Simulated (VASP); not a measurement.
Ta: single point with PBE0

The system is Ta.

```
CELL_PARAMETERS angstrom
-1.65128 1.65128 1.65128
1.65128 -1.65128 1.65128
1.65128 1.65128 -1.65128
ATOMIC_POSITIONS crystal
Ta 0.00000 0.00000 0.00000
```

| Item | Value |
| --- | --- |
| Program | VASP 6.6.1 |
| Task | single point |
| Functional | PBE0 |
| Potentials or basis | VASP PAW PBE potentials, release 64 (Ta_sv_GW) |
| Cutoff | 400 eV |
| k mesh | 6 × 6 × 6 |
| Occupations | fermi-dirac, width 0.05 eV |
| Spin | no spin polarisation |

* Pressure: 0.4 GPa
* Band gap on the k mesh: zero (an odd number of electrons rules out a gap without spin polarisation)

Levels at points of the mesh, in eV from the Fermi level:
| k point | band 3 | band 4 | band 5 | band 6 | band 7 | band 8 | band 9 | band 10 |
| --- | --- | --- | --- | --- | --- | --- | --- | --- |
| (0.00, 0.00, 0.00) | -35.65 | -35.65 | -9.23 | 1.84 | 1.84 | 1.84 | 5.48 | 5.48 |
| (0.50, 0.00, 0.00) | -36.07 | -35.66 | -5.19 | -1.90 | 1.89 | 5.32 | 6.37 | 9.34 |
| (0.50, 0.50, 0.50) | -36.55 | -36.55 | -4.54 | -4.54 | 8.34 | 8.34 | 8.34 | 9.98 |

It took 3.7 min on 1 thread of Intel(R) Xeon(R) Platinum 8488C (Sapphire Rapids) (shared host), peak memory 0.13 GiB.

Caveat: the k points lie up to 0.45 Å⁻¹ apart, too coarse for converged energies and pressures of a metal; the PAW data sets were made with another functional, which shifts forces and pressure a little; spin-orbit coupling is left out, which moves the levels of the heavy elements.
